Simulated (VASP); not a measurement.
# C: single point with PBE

The system is C.

```
C
1.0
     1.78574   -1.78574    0.00000
     1.78574    0.00000   -1.78574
     7.73820    7.14295    6.54770
C
12
Direct
  0.66667 0.57638 0.27087
  0.00000 0.96527 0.10420
  0.33333 0.18749 0.43753
  0.66667 0.40971 0.77087
  0.00000 0.79860 0.60420
  0.33333 0.02082 0.93753
  0.66667 0.53471 0.39587
  0.00000 0.92360 0.22920
  0.33333 0.14582 0.56253
  0.66667 0.36804 0.89587
  0.00000 0.75693 0.72920
  0.33333 0.31249 0.06253
```

This cell differs from its parent crystal: layers slid over each other.

```json
{
 "Program": "VASP 6.6.1",
 "Task": "single point",
 "Functional": "PBE",
 "Potentials or basis": "VASP PAW PBE potentials, release 64 (C)",
 "Cutoff": "520 eV",
 "k mesh": "10 × 10 × 2",
 "Occupations": "gaussian, width 0.05 eV",
 "Spin": "no spin polarisation",
 "Dipole correction": "no",
 "Further INCAR settings": "ALGO = Normal; EDIFF = 1e-07; NBANDS = 36"
}
```

| Quantity | Value |
| --- | --- |
| Pressure | 2.1 GPa |
| Largest force | 4.925 eV/Å |
| Band gap on the k mesh | 0.47 eV (least direct gap 1.79 eV) |

Forces in eV/Å, atoms in the order of the input:
```
C    0.003  0.000 -0.019
C    0.030  0.658 -0.010
C    0.004 -0.002 -0.007
C    0.256 -0.283 -0.430
C    0.035 -0.015 -0.043
C    2.513 -0.774 -4.164
C   -0.035  0.015  0.043
C   -0.256  0.283  0.430
C   -0.004  0.002  0.007
C   -0.030 -0.658  0.010
C   -0.003  0.000  0.019
C   -2.513  0.774  4.164
```

Stress tensor (GPa, compression positive):
```
-21.23  -6.32   5.21
 -6.32  10.26  15.65
  5.21  15.65  17.21
```

Levels at points of the mesh, in eV from the valence-band top:
```
           k point  band 21  band 22  band 23  band 24  band 25  band 26  band 27  band 28
(0.00, 0.00, 0.00)    -1.20    -0.86    -0.70     0.00     4.57     5.18     5.31     5.35
(0.50, 0.00, 0.00)    -4.78    -4.13    -3.67    -2.67     3.52     4.35     4.58     5.08
(0.00, 0.50, 0.00)    -4.43    -4.43    -3.56    -1.32     0.47     4.27     4.59     4.80
(0.50, 0.50, 0.00)    -4.43    -4.33    -3.65    -3.24     3.37     4.25     4.61     4.83
(0.00, 0.00, 0.50)    -1.24    -0.83    -0.79    -0.72     4.89     4.99     5.37     5.79
(0.50, 0.00, 0.50)    -4.49    -4.00    -3.55    -2.97     3.79     4.22     4.57     5.38
(0.00, 0.50, 0.50)    -4.16    -3.87    -3.66    -1.43     0.57     4.29     4.39     5.23
(0.50, 0.50, 0.50)    -4.42    -4.15    -3.66    -3.55     3.44     4.32     4.32     5.39
```

Wall time 3.1 min on 1 thread of AMD EPYC 9R45 96-Core Processor (Zen 5), on a shared host, peak memory 0.26 GiB.

Caveat: the cell differs from its parent crystal (layers slid over each other); forces of over 1 eV/Å act on the atoms, so gaps and moduli don't describe the material at rest. A k mesh can miss the band edges.
